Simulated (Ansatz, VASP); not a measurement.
**Two plane-wave programs on MgO**

The input INCAR:

```
  PREC = Accurate
  ENCUT = 520
  EDIFF = 1E-6
  ISMEAR = 0
  SIGMA = 0.05
  LREAL = False
  LASPH = True
  NELM = 100
  ALGO = Normal
  ISIF = 2
  LWAVE = False
  LCHARG = False
  GGA = PS
  NBANDS = 16
```

Contents of KPOINTS:

```
regular mesh
0
Gamma
  9 9 6
```

POSCAR

```
MgO
1.0
    3.3034678116      0.0000000000      0.0000000000
   -1.6517339058      2.8608870454      0.0000000000
    0.0000000000      0.0000000000      5.3206000000
Mg O
2 2
Direct
    0.3333333333      0.6666666667      0.0036583380
    0.6666666667      0.3333333333      0.5036583380
    0.3333333333      0.6666666667      0.4009416620
    0.6666666667      0.3333333333      0.9009416620
```

Input for Ansatz:

```yaml
crystal:
  lattice:
    - [3.3034678116, 0.0, 0.0]
    - [-1.6517339058, 2.8608870454, 0.0]
    - [0.0, 0.0, 5.3206]
  atoms:
    - { symbol: Mg, position: [0.3333333333, 0.6666666667, 0.003658338] }
    - { symbol: Mg, position: [0.6666666667, 0.3333333333, 0.503658338] }
    - { symbol: O, position: [0.3333333333, 0.6666666667, 0.400941662] }
    - { symbol: O, position: [0.6666666667, 0.3333333333, 0.900941662] }
basis:
  ecutwfc: 520.0
kpoints:
  mp_grid: { grid: [9, 9, 6] }
hamiltonian:
  xc: pbesol
  pseudopotentials: { kind: paw, azcp: { folder: soft_1 } }
scf:
  occupations: { method: gaussian, width: 0.05 }
output:
  forces: true
  stress: true
  eigenvalues: true
```

Alike in both runs: task single point; functional PBEsol; k mesh 9 × 9 × 6; occupations gaussian, width 0.05 eV; no spin polarisation.

|  | VASP | Ansatz |
| --- | --- | --- |
| version | VASP 6.6.1 | Ansatz 0.2.0 |
| potentials or method | VASP PAW PBE potentials, release 64 (Mg, O), cutoff 520 eV | scalar-relativistic, plane waves, PAW |
| valence electrons in the cell | 16 | 32 |

Ansatz gave:

| Item | Value |
| --- | --- |
| gap on the k mesh at the Fermi level (eV) | 3.14 |
| least direct gap on the mesh (eV) | 3.14 |
| pressure (GPa) | -5.2 |
| traceless stress, the component that is largest in VASP (GPa) | -5.17 |
| rms of the force components (eV/Å) | 0.230 |

Q: What did VASP give for the same quantities?

A: gap on the k mesh at the Fermi level (eV): 3.14; least direct gap on the mesh (eV): 3.14; pressure (GPa): -5.6; traceless stress, the component that is largest in VASP (GPa): -5.21; rms of the force components (eV/Å): 0.234.

VASP's potentials were made for PBE, not for PBEsol, and Ansatz warns of the same on its side. Atom by atom the forces differ by 0.003 eV/Å (rms over components). VASP's potentials hold 16 valence electrons a cell and Ansatz's 32, so a difference there can come from the potentials and not from the codes.
